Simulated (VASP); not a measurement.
# MoS2: single point with PBE+D3(BJ)

Crystal: MoS2.

```
Mo S
1.0
    -1.56712   -2.71432    0.00000
     1.56712   -2.71432    0.00000
     0.00000   -2.26194   17.56497
Mo S
3 6
Direct
  0.64684 0.64684 0.84758
  0.26270 0.26270 0.16953
  0.45477 0.45477 0.50856
  0.75009 0.75009 0.59979
  0.94216 0.94216 0.93882
  0.55801 0.55801 0.26077
  0.96738 0.96738 0.07829
  0.15945 0.15945 0.41732
  0.35152 0.35152 0.75635
```

```json
{
 "Program": "VASP 6.6.1",
 "Task": "single point",
 "Functional": "PBE",
 "Dispersion": "D3(BJ)",
 "Potentials or basis": "VASP PAW PBE potentials, release 64 (Mo_sv, S)",
 "Cutoff": "520 eV",
 "k mesh": "14 × 14 × 3",
 "Occupations": "gaussian, width 0.15 eV",
 "Spin": "no spin polarisation",
 "Dipole correction": "no",
 "Further INCAR settings": "ALGO = Fast; EDIFF = 1e-07; NBANDS = 49"
}
```

```yaml
Pressure: 1.8 GPa
Largest_force: 1.444 eV/Å
Band_gap_on_the_k_mesh: zero (bands 39 and 40 overlap by 0.67 eV)
Dispersion_energy_per_atom: -0.458 eV
```

Forces on the atoms (eV/Å):
```
Mo   0.000  0.268  0.089
Mo   0.000 -0.268 -0.089
Mo   0.000  0.000  0.000
S    0.000  0.001 -0.037
S    0.000  0.229 -1.426
S    0.000  0.059 -0.003
S    0.000 -0.229  1.426
S    0.000 -0.001  0.037
S    0.000 -0.059  0.003
```

Stress tensor (GPa, compression positive):
```
 0.57  0.00  0.00
 0.00  1.72 -1.66
 0.00 -1.66  3.22
```

Levels at points of the mesh, in eV from the Fermi level:
```
           k point  band 37  band 38  band 39  band 40  band 41  band 42
(0.00, 0.00, 0.00)    -0.78    -0.36    -0.36    -0.28    -0.03    -0.02
(0.50, 0.00, 0.00)    -1.60    -1.30    -1.02     1.37     1.38     1.38
(0.50, 0.50, 0.00)    -1.65    -1.42    -1.37     1.37     1.38     1.38
```

Wall time 28 min on 1 thread of Oxide Virtual Turin-like Processor, with other jobs on the host, peak memory 0.86 GiB.

Caveat: forces of over 1 eV/Å act on the atoms, so gaps and moduli don't describe the material at rest.
